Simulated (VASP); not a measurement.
SnTe:

```xyz
2
Lattice="3.9047 0.0000 0.0000 0.0000 3.9047 0.0000 0.0000 0.0000 3.9047" Properties=species:S:1:pos:R:3 pbc="T T T"
Te    1.9524    1.9524    1.9524
Sn    0.0000    0.0000    0.0000
```

```yaml
Program: VASP 6.6.1
Task: relaxation of cell and atoms
Functional: PBEsol-based global hybrid with 25 % exact exchange
Potentials_or_basis: VASP PAW PBE potentials, release 64 (Te, Sn_d)
Cutoff: 600 eV
k_mesh: 4 × 4 × 4
Occupations: fermi-dirac, width 0.05 eV
Spin: no spin polarisation
```

At the start: pressure -2.7 GPa; volume 29.77 Å³/atom.

Problem. How do energy, volume and symmetry change on relaxing?

Solution. Over 5 steps the energy falls by 15.4 meV/atom and the volume is 27.11 Å³/atom (-8.9 %); space group Pm-3m (No. 221, to 0.1 Å) before and after.

The path:
| step | energy change (eV) | largest force (eV/Å) | pressure (GPa) | volume (Å³) |
| --- | --- | --- | --- | --- |
| 1 | 0.0000 | 0.0000 | -2.67 | 59.53 |
| 2 | -0.0267 | 0.0000 | -1.19 | 55.37 |
| 3 | -0.0196 | 0.0000 | 2.17 | 52.53 |
| 4 | -0.0309 | 0.0000 | -0.07 | 54.32 |
| 5 | -0.0309 | 0.0000 | 0.06 | 54.22 |

Final structure:
```yaml
crystal:
  lattice:
    - [3.78479, 0.00000, 0.00000]
    - [0.00000, 3.78479, 0.00000]
    - [0.00000, 0.00000, 3.78479]
  atoms:
    - { symbol: Te, position: [0.50000, 0.50000, 0.50000] }
    - { symbol: Sn, position: [0.00000, 0.00000, 0.00000] }
```

Caveat: the k points lie up to 0.42 Å⁻¹ apart in the final cell, too coarse for converged energies and pressures of a metal; the PAW data sets were made with another functional, which shifts forces and pressure a little.
